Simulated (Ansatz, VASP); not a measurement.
# CaO in VASP and in Ansatz

```xyz
2
Lattice="0.0000 2.3299 2.3299 2.3299 0.0000 2.3299 2.3299 2.3299 0.0000" Properties=species:S:1:pos:R:3 pbc="T T T"
Ca    0.0000    0.0000    0.0000
O     2.3299    2.3299    2.3299
```

Alike in both runs: task single point; functional LDA; k mesh 8 × 8 × 8; occupations gaussian, width 0.02 eV; no spin polarisation.

|  | VASP | Ansatz |
| --- | --- | --- |
| version | VASP 6.6.1 | Ansatz 0.2.0 |
| potentials or method | VASP PAW LDA potentials, release 64 (Ca_sv, O), cutoff 600 eV | scalar-relativistic, plane waves, PAW |
| valence electrons in the cell | 16 | 16 |

|  | VASP | Ansatz | Ansatz less VASP |
| --- | --- | --- | --- |
| gap on the k mesh at the Fermi level (eV) | 3.39 | 3.42 | +0.031 |
| least direct gap on the mesh (eV) | 3.74 | 3.77 | +0.031 |
| pressure (GPa) | 5.2 | 4.2 | -1.02 |

Ansatz warns that its potentials were made for another functional, while VASP's fit it. LDA's correlation is that of Perdew and Zunger in VASP and of Perdew and Wang (1992) in Ansatz.
